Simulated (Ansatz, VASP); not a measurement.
One calculation of KBr, two programs

```xyz
2
Lattice="0.0000 3.4162 3.4162 3.4162 0.0000 3.4162 3.4162 3.4162 0.0000" Properties=species:S:1:pos:R:3 pbc="T T T"
K     0.0000    0.0000    0.0000
Br    3.4162    3.4162    3.4162
```

Alike in both runs: task single point; functional PBE; k mesh 6 × 6 × 6; no spin polarisation.

|  | VASP | Ansatz |
| --- | --- | --- |
| version | VASP 6.6.1 | Ansatz 0.2.0 |
| potentials or method | VASP PAW PBE potentials, release 64 (K_sv, Br) | plane waves, PAW |
| plane-wave cutoff (eV) | 520 | 420 |
| occupations | gaussian, width 0.01 eV | fixed |
| valence electrons in the cell | 16 | 16 |

|  | VASP | Ansatz | Ansatz less VASP |
| --- | --- | --- | --- |
| gap on the k mesh at the Fermi level (eV) | 4.17 | 4.17 | +0.001 |
| pressure (GPa) | -0.6 | -0.7 | -0.02 |
